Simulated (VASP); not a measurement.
Input of a VASP 6.6.1 run:

The input INCAR:

```
SYSTEM = As
PREC = Accurate
ENCUT = 400
EDIFF = 1E-6
ISMEAR = 0
SIGMA = 0.05
LREAL = .FALSE.
LASPH = .TRUE.
NELM = 120
ALGO = Normal
ISIF = 2
LWAVE = .FALSE.
LCHARG = .TRUE.
LDIPOL = .TRUE.
IDIPOL = 3
DIPOL = 0.5 0.5 0.392
GGA = PE
IVDW = 12
LELF = .TRUE.
LVHAR = .TRUE.
LVACPOTAV = .TRUE.
NBANDS = 38
GGA_COMPAT = .FALSE.
NELMDL = -8
```

KPOINTS

```
Automatic mesh
0
G
  9 9 1
  0 0 0
```

The input POSCAR:

```
As
1.0
    3.5713380906      0.0000000000      0.0000000000
   -1.7856690453      3.0928695120      0.0000000000
    0.0000000000      0.0000000000     20.2952802043
As
4
Direct
    0.3333333333      0.6666666667      0.2905917062
    0.6666666667      0.3333333333      0.2217264287
    0.8333333333      0.3333333333      0.5624598473
    0.5000000000      0.6666666667      0.4935945698
```

Potentials or basis: VASP PAW PBE potentials, release 64 (As_d).

Run with:

```console
$ cat potpaw_PBE.64/As_d/POTCAR > POTCAR
$ mpirun -np 1 vasp_std > vasp.out
```

**Question.** What does it give for the band gap on the k mesh?

**Answer.** 1.34 eV (least direct gap 1.92 eV).

**Question.** Estimate the dispersion energy per atom.

**Answer.** -0.247 eV.

**Question.** What does it give for the largest force?

**Answer.** 0.071 eV/Å.

Forces in eV/Å, atoms in the order of the input:
```
As  -0.007  0.000  0.071
As  -0.004  0.000 -0.014
As   0.004  0.000  0.014
As   0.007  0.000 -0.071
```

Caveat: the cell differs from its parent crystal (layers slid over each other).
